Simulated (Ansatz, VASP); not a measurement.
Two plane-wave programs on ZnS

```
Zn S
1.0
     3.80874    0.00000    0.00000
    -1.90437    3.29846    0.00000
     0.00000    0.00000   12.27947
Zn S
4 4
Direct
  0.00000 0.00000 0.00011
  0.00000 0.00000 0.50011
  0.33333 0.66667 0.25007
  0.66667 0.33333 0.75007
  0.00000 0.00000 0.18724
  0.00000 0.00000 0.68724
  0.33333 0.66667 0.43758
  0.66667 0.33333 0.93758
```

Change from the starting cell: strain +0.000 along x and y, -0.015 along z, atoms carried along.

Alike in both runs: task single point; functional r2SCAN; k mesh 6 × 6 × 2; occupations gaussian, width 0.05 eV; no spin polarisation.

|  | VASP | Ansatz |
| --- | --- | --- |
| version | VASP 6.6.1 | Ansatz 0.2.0 |
| potentials or method | VASP PAW PBE potentials, release 64 (Zn, S), cutoff 520 eV | scalar-relativistic, plane waves, PAW |
| valence electrons in the cell | 72 | 72 |

VASP gave:

```
gap on the k mesh at the Fermi level (eV)                     : 2.84
least direct gap on the mesh (eV)                             : 2.84
pressure (GPa)                                                : 1.3
traceless stress, the component that is largest in VASP (GPa) : 1.63
rms of the force components (eV/Å)                            : 0.063
```

What did Ansatz give for the same quantities?

gap on the k mesh at the Fermi level (eV): 2.83; least direct gap on the mesh (eV): 2.83; pressure (GPa): 1.3; traceless stress, the component that is largest in VASP (GPa): 1.61; rms of the force components (eV/Å): 0.066.

VASP's potentials were made for PBE, not for r2SCAN. Atom by atom the forces differ by 0.006 eV/Å (rms over components). With one functional, cell and mesh, what is left measures potentials, basis and numerics.
